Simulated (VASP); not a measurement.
# GaN (Fm-3m) in VASP: a series of runs

Runs on GaN. Level: r2SCAN. Tasks: single point.

All numbers are computed with VASP 6.6.1; they aren't measurements. Logs are shortened: lines on timing, memory, paths and dates and some standing lists are left out, and cuts for length are marked.

### 1 The cell of the first run

It takes space group Fm-3m (No. 225, cubic). Conventional cell: a = 4.306 Å, b = 4.306 Å, c = 4.306 Å, α = 90.00°, β = 90.00°, γ = 90.00°. Within 2.8 Å of Ga (site symmetry m-3m) lie 6 N at 2.15 Å. N (site symmetry m-3m) has 6 Ga at 2.15 Å within 2.8 Å.

### 2 Single point, r2SCAN

File POSCAR:

```
GaN
1.0
    0.0000000000      2.1528823705      2.1528823705
    2.1528823705      0.0000000000      2.1528823705
    2.1528823705      2.1528823705      0.0000000000
Ga N
1 1
Direct
    0.0000000000      0.0000000000      0.0000000000
    0.5000000000      0.5000000000      0.5000000000
```

File INCAR.step1:

```
SYSTEM = GaN
  PREC = Accurate
  ENCUT = 520
  ISMEAR = 0
  SIGMA = 0.01
  LREAL = .FALSE.
  LASPH = .TRUE.
  NELM = 100
  NBANDS = 16
  GGA = PE
  ALGO = Normal
  EDIFF = 1E-4
  LWAVE = .TRUE.
  LCHARG = .FALSE.
```

File INCAR.step2:

```
SYSTEM = GaN
  PREC = Accurate
  ENCUT = 520
  EDIFF = 1E-6
  ISMEAR = 0
  SIGMA = 0.01
  LREAL = .FALSE.
  LASPH = .TRUE.
  NELM = 100
  ALGO = Normal
  ISIF = 2
  LWAVE = .FALSE.
  LCHARG = .FALSE.
  METAGGA = R2SCAN
  LMIXTAU = .TRUE.
  NBANDS = 16
  ISTART = 1
```

File KPOINTS:

```
regular mesh
0
G
  8 8 8
  0 0 0
```

Potentials or basis: VASP PAW PBE potentials, release 64 (Ga_d, N).

The run is started by

```bash
> cat potpaw_PBE.64/Ga_d/POTCAR potpaw_PBE.64/N/POTCAR > POTCAR
> cp INCAR.step1 INCAR
> mpirun -np 1 vasp_std > vasp.out
> cp INCAR.step2 INCAR
> mpirun -np 1 vasp_std > vasp.out
```

OUTCAR:

```text
SYSTEM = GaN
   PREC = Accurate
   ENCUT = 520
   EDIFF = 1E-6
   ISMEAR = 0
   LREAL = .FALSE.
   LASPH = .TRUE.
   NELM = 100
   ISIF = 2
   METAGGA = R2SCAN
   ISTART = 1

 ion  position               nearest neighbor table
   1  0.000  0.000  0.000-   2 2.15   2 2.15   2 2.15   2 2.15   2 2.15   2 2.15
   2  0.500  0.500  0.500-   1 2.15   1 2.15   1 2.15   1 2.15   1 2.15   1 2.15

  LATTYP: Found a face centered cubic cell.
 ALAT       =     4.3057647410

  Lattice vectors:

 A1 = (   0.0000000000,   2.1528823705,   2.1528823705)
 A2 = (   2.1528823705,   0.0000000000,   2.1528823705)
 A3 = (   2.1528823705,   2.1528823705,   0.0000000000)

Analysis of symmetry for initial positions (statically):
=====================================================================
 Subroutine PRICEL returns:
 Original cell was already a primitive cell.

 Routine SETGRP: Setting up the symmetry group for a
 face centered cubic supercell.

 Subroutine GETGRP returns: Found 48 space group operations
 (whereof 48 operations were pure point group operations)
 out of a pool of 48 trial point group operations.

The static configuration has the point symmetry O_h .

Analysis of symmetry for dynamics (positions and initial velocities):
=====================================================================
 Subroutine PRICEL returns:
 Original cell was already a primitive cell.

 Routine SETGRP: Setting up the symmetry group for a
 face centered cubic supercell.

 Subroutine GETGRP returns: Found 48 space group operations
 (whereof 48 operations were pure point group operations)
 out of a pool of 48 trial point group operations.

The dynamic configuration has the point symmetry O_h .

 Subroutine INISYM returns: Found 48 space group operations
 (whereof 48 operations are pure point group operations),
 and found     1 'primitive' translations

----------------------------------------------------------------------------------------

                                     Primitive cell

  volume of cell :      19.9568

  direct lattice vectors                    reciprocal lattice vectors
     0.000000000  2.152882370  2.152882370    -0.232246781  0.232246781  0.232246781
     2.152882370  0.000000000  2.152882370     0.232246781 -0.232246781  0.232246781
     2.152882370  2.152882370  0.000000000     0.232246781  0.232246781 -0.232246781

  length of vectors
     3.044635447  3.044635447  3.044635447     0.402263224  0.402263224  0.402263224

  position of ions in fractional coordinates (direct lattice)
     0.000000000  0.000000000  0.000000000
     0.500000000  0.500000000  0.500000000

  ion indices of the primitive-cell ions
   primitive index   ion index
                 1           1
                 2           2

----------------------------------------------------------------------------------------

 KPOINTS: regular mesh

Automatic generation of k-mesh.
 Grid dimensions read from file:
 generate k-points for:    8    8    8

 Generating k-lattice:

  Cartesian coordinates                     Fractional coordinates (reciprocal lattice)
    -0.029030848  0.029030848  0.029030848     0.125000000  0.000000000  0.000000000
     0.029030848 -0.029030848  0.029030848     0.000000000  0.125000000  0.000000000
     0.029030848  0.029030848 -0.029030848     0.000000000  0.000000000  0.125000000

  Length of vectors
     0.050282903  0.050282903  0.050282903

  Shift w.r.t. Gamma in fractional coordinates (k-lattice)
     0.000000000  0.000000000  0.000000000

 Subroutine IBZKPT returns following result:
 ===========================================

 Found     29 irreducible k-points:

 Following reciprocal coordinates:
            Coordinates               Weight
  0.000000  0.000000  0.000000      1.000000
  0.125000  0.000000  0.000000      8.000000
  0.250000  0.000000  0.000000      8.000000
  0.375000  0.000000  0.000000      8.000000
  0.500000  0.000000  0.000000      4.000000
  0.125000  0.125000  0.000000      6.000000
[... 16 lines left out ...]
  0.500000  0.250000  0.125000     48.000000
 -0.375000  0.250000  0.125000     24.000000
 [... further k-points ...]
   k-points           NKPTS =     29   k-points in BZ     NKDIM =     29   number of bands    NBANDS=     16
   number of dos      NEDOS =    301   number of ions     NIONS =      2
   total plane-waves  NPLWV =  13824
   dimension x,y,z NGX =    24 NGY =   24 NGZ =   24
   dimension x,y,z NGXF=    48 NGYF=   48 NGZF=   48
   ions per type =               1   1
   NGX,Y,Z   is equivalent  to a cutoff of  13.10, 13.10, 13.10 a.u.
   NGXF,Y,Z  is equivalent  to a cutoff of  26.21, 26.21, 26.21 a.u.
 SYSTEM =  GaN
   PREC   = accura    normal or accurate (medium, high low for compatibility)
   ISTART =      1    job   : 0-new  1-cont  2-samecut
   ICHARG =      0    charge: 1-file 2-atom 10-const
   ISPIN  =      1    spin polarized calculation?
   LNONCOLLINEAR =      F non collinear calculations
   LSORBIT =      F    spin-orbit coupling
   LASPH  =      T    aspherical Exc in radial PAW
   ENCUT  =  520.0 eV  38.22 Ry    6.18 a.u.   5.66  5.66  5.66*2*pi/ulx,y,z
   NELM   =    100;   NELMIN=  2; NELMDL=  0     # of ELM steps
   EDIFF  = 0.1E-05   stopping-criterion for ELM
   LREAL  =      F    real-space projection
   EDIFFG = 0.1E-04   stopping-criterion for IOM
   NSW    =      0    number of steps for IOM
   IBRION =     -1    ionic relax: 0-MD 1-quasi-New 2-CG
   NFREE  =      0    steps in history (QN), initial steepest desc. (CG)
   ISIF   =      2    stress and relaxation
   ISYM   =      2    0-nonsym 1-usesym 2-fastsym
   POTIM  = 0.5000    time-step for ionic-motion
   TEBEG  =    0.0;   TEEND  =   0.0 temperature during run
   PSTRESS=    0.0 pullay stress
   NELECT =      18.0000    total number of electrons
   NUPDOWN=      -1.0000    fix difference up-down
   EMIN   =  10.00;   EMAX   =-10.00  energy-range for DOS
   EFERMI =   0.00;   METHOD = LEGACY
   ISMEAR =     0;   SIGMA  =   0.01  broadening in eV -4-tet -1-fermi 0-gaus
   EFERMI_NEDOS =   21; number of points for ismear=-14 and -15
   IALGO  =     38    algorithm
   IMIX   =      4    mixing-type and parameters
     AMIX     =   0.40;   BMIX     =  1.00
     AMIX_MAG =   1.60;   BMIX_MAG =  1.00
  volume/ion in A,a.u.               =       9.98        67.34
  Fermi-wavevector in a.u.,A,eV,Ry     =   1.581741  2.989057 34.040478  2.501905
  Thomas-Fermi vector in A             =   2.681770
   LORBIT       =      0    0 simple, 1 ext, 2 COOP (PROOUT), +10 PAW based schemes
   METAGGA = R2SCAN    functional components
   LHFCALC =     F    Hartree Fock is set to
   AEXX    =    0.0000 exact exchange contribution
   IVDW    =     0    specifies the selected vdW correction
   LEPSILON=     F    determine dielectric tensor
   LRPA    =     F    only Hartree local field effects (RPA)
 non-spin polarized calculation
 Gauss-broadening in eV      SIGMA  =   0.01
  energy-cutoff  :      520.00
  volume of cell :       19.96
 maximum number of plane-waves:       546
   NGX = 11   NGY = 11   NGZ = 11

 number of electron      17.9999995 magnetization

 Free energy of the ion-electron system (eV)
  ---------------------------------------------------
  ext. energy  EPLUGINS =         0.00000000
  ---------------------------------------------------
  free energy    TOTEN  =       -20.93062551 eV

  energy without entropy =      -20.93062551  energy(sigma->0) =      -20.93062551

 E-fermi :   7.1140     XC(G=0): -13.8195

 val. band max:        6.9701318019   @ k =  -0.2500   0.1250   0.0000
 cond. band min:       7.7235682655   @ k =   0.5000   0.5000   0.0000
 fundamental gap:      0.7534364636
 Fermi energy:         7.1140205159

 k-point     1 :       0.0000    0.0000    0.0000
  band No.  band energies     occupation
      1     -10.5355      2.00000
      2      -7.4464      2.00000
      3      -7.4464      2.00000
      4      -7.4464      2.00000
      5      -7.3882      2.00000
      6      -7.3882      2.00000
[... 8 lines left out ...]
     15      23.0728      0.00000
     16      23.0728      0.00000

 k-point     2 :       0.1250    0.0000    0.0000
  band No.  band energies     occupation
      1     -10.2490      2.00000
      2      -7.4550      2.00000
      3      -7.4421      2.00000
      4      -7.4421      2.00000
      5      -7.3972      2.00000
      6      -7.3971      2.00000
[... 8 lines left out ...]
     15      23.4634      0.00000
     16      23.4635      0.00000

 k-point     3 :       0.2500    0.0000    0.0000
  band No.  band energies     occupation
      1      -9.4461      2.00000
      2      -7.5024      2.00000
      3      -7.5023      2.00000
      4      -7.4765      2.00000
      5      -7.3472      2.00000
      6      -7.3472      2.00000
[... 8 lines left out ...]
     15      25.2017      0.00000
     16      25.2018      0.00000

 k-point     4 :       0.3750    0.0000    0.0000
  band No.  band energies     occupation
      1      -8.3708      2.00000
      2      -7.5724      2.00000
      3      -7.5723      2.00000
      4      -7.5068      2.00000
      5      -7.2861      2.00000
      6      -7.2861      2.00000
[... 8 lines left out ...]
     15      27.9395      0.00000
     16      27.9397      0.00000
[... 324 lines left out ...]
 k-point    22 :       0.3750    0.2500    0.1250
  band No.  band energies     occupation
      1      -9.0953      2.00000
      2      -7.4967      2.00000
      3      -7.4566      2.00000
      4      -7.4080      2.00000
      5      -7.3408      2.00000
      6      -7.1008      2.00000
[... 8 lines left out ...]
     15      28.6003      0.00000
     16      28.9664      0.00000

 k-point    23 :       0.5000    0.2500    0.1250
  band No.  band energies     occupation
      1      -8.6901      2.00000
      2      -7.5163      2.00000
      3      -7.4792      2.00000
      4      -7.4003      2.00000
      5      -7.2804      2.00000
      6      -6.5043      2.00000
[... 8 lines left out ...]
     15      28.5942      0.00000
     16      30.0709      0.00000

 k-point    24 :      -0.3750    0.2500    0.1250
  band No.  band energies     occupation
      1      -8.5691      2.00000
      2      -7.5423      2.00000
      3      -7.4756      2.00000
      4      -7.3976      2.00000
      5      -7.2548      2.00000
      6      -6.0513      2.00000
[... 8 lines left out ...]
     15      26.3050      0.00000
     16      31.0357      0.00000

 [... further k-points ...]

------------------------ aborting loop because EDIFF is reached ----------------------------------------

  FORCE on cell =-STRESS in cart. coord.  units (eV):
  Direction    XX          YY          ZZ          XY          YZ          ZX
  --------------------------------------------------------------------------------------
  -------------------------------------------------------------------------------------
  Total       -1.5500184     -1.5500184     -1.5500184     -0.0000000      0.0000000     -0.0000000
  in kB     -124.4390092   -124.4390092   -124.4390092     -0.0000000      0.0000000     -0.0000000
  external PRESSURE =    -124.4390092 kB  Pullay stress =       0.0000000 kB

 VOLUME and BASIS-vectors are now :
 -----------------------------------------------------------------------------
  energy-cutoff  :      520.00
  volume of cell :       19.96
      direct lattice vectors                 reciprocal lattice vectors
     0.000000000  2.152882370  2.152882370    -0.232246781  0.232246781  0.232246781
     2.152882370  0.000000000  2.152882370     0.232246781 -0.232246781  0.232246781
     2.152882370  2.152882370  0.000000000     0.232246781  0.232246781 -0.232246781

 POSITION                                       TOTAL-FORCE (eV/Angst)
 -----------------------------------------------------------------------------------
      0.00000      0.00000      0.00000         0.000000      0.000000     -0.000000
      2.15288      2.15288      2.15288         0.000000      0.000000      0.000000
 -----------------------------------------------------------------------------------
    total drift:                                0.000000     -0.000000     -0.000000

  FREE ENERGIE OF THE ION-ELECTRON SYSTEM (eV)
  ---------------------------------------------------
  free  energy   TOTEN  =       -20.9306255140 eV

  energy  without entropy=      -20.9306255140  energy(sigma->0) =      -20.93062551
```

Wall time 45 s (1 thread of AMD EPYC 7R13 (Zen 3), shared host); peak memory 0.12 GiB.

Results:

```yaml
Free_energy: -20.9306 eV
Pressure: -12.4 GPa
Band_gap_on_the_k_mesh: 0.75 eV, indirect (least direct gap 2.60 eV)
```

Caveat: the PAW data sets were made with another functional, which shifts forces and pressure a little.

### 3 Single point, r2SCAN

This run uses another cell than the first one, of 10.71 Å³/atom, 1.073 times its volume.

File POSCAR:

```
GaN
1.0
    0.0000000000      2.2041606323      2.2041606323
    2.2041606323      0.0000000000      2.2041606323
    2.2041606323      2.2041606323      0.0000000000
Ga N
1 1
Direct
    0.0000000000      0.0000000000      0.0000000000
    0.5000000000      0.5000000000      0.5000000000
```

File INCAR.step1:

```
ALGO = Normal
EDIFF = 1E-4
ENCUT = 520
GGA = PE
ISMEAR = 0
LASPH = True
LCHARG = False
LREAL = False
LWAVE = True
NBANDS = 16
NELM = 100
PREC = Accurate
SIGMA = 0.01
```

File INCAR.step2:

```
ALGO = Normal
EDIFF = 1E-6
ENCUT = 520
ISIF = 2
ISMEAR = 0
ISTART = 1
LASPH = True
LCHARG = True
LELF = True
LMIXTAU = True
LREAL = False
LVHAR = True
LWAVE = False
METAGGA = R2SCAN
NBANDS = 16
NELM = 100
PREC = Accurate
SIGMA = 0.01
```

File KPOINTS:

```
k-points
0
Gamma
  8 8 8
```

Potentials or basis: VASP PAW PBE potentials, release 64 (Ga_d, N).

The run is started by

```bash
> cat potpaw_PBE.64/Ga_d/POTCAR potpaw_PBE.64/N/POTCAR > POTCAR
> cp INCAR.step1 INCAR
> mpirun -np 1 vasp_std > vasp.out
> cp INCAR.step2 INCAR
> mpirun -np 1 vasp_std > vasp.out
```

It took 40 s on 1 thread of AMD EPYC 7R13 (Zen 3), shared host; peak memory 0.12 GiB.

Results (log left out):

```
Free energy            : -20.7627 eV
Pressure               : -23.4 GPa
Band gap on the k mesh : 0.31 eV, indirect (least direct gap 1.76 eV)
```

Levels at points of the mesh, in eV from the valence-band top:
```csv
k point,band 5,band 6,band 7,band 8,band 9,band 10,band 11,band 12,band 13,band 14
"(0.00, 0.00, 0.00)",-14.44,-14.44,-0.38,-0.38,-0.38,1.38,14.73,14.73,14.73,15.09
"(0.50, 0.00, 0.00)",-14.34,-14.31,-7.67,-0.16,-0.16,4.80,8.64,9.05,9.05,16.26
"(0.50, 0.50, 0.00)",-14.30,-11.85,-6.28,-2.66,-2.66,0.31,8.35,11.75,14.00,14.00
```

Caveat: the PAW data sets were made with another functional, which shifts forces and pressure a little.
